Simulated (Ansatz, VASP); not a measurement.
## Sc in VASP and in Ansatz

```
Sc
1.0
     3.31937    0.00000    0.00000
    -1.65969    2.87466    0.00000
     0.00000    0.00000    5.16785
Sc
2
Direct
  0.33333 0.66667 0.25000
  0.66667 0.33333 0.75000
```

Alike in both runs: task electric field gradients; functional PBE; k mesh 15 × 15 × 8; occupations fermi-dirac, width 0.05 eV; no spin polarisation.

|  | VASP | Ansatz |
| --- | --- | --- |
| version | VASP 6.6.1 | Ansatz 0.2.0 |
| potentials or method | VASP PAW PBE potentials, release 64 (Sc_sv) | PAW with Ansatz's default frozen-core files, scalar-relativistic |
| plane-wave cutoff (eV) | 520 | 420 |
| valence electrons in the cell | 22 | 22 |

Ansatz gave:

```
pressure (GPa)                                       : 0.0
size of Vzz on the site where it differs most (V/Å²) : 13.2
```

**Question.** Estimate VASP's values.

**Answer.** Pressure (GPa): 0.0; size of Vzz on the site where it differs most (V/Å²): 14.0.
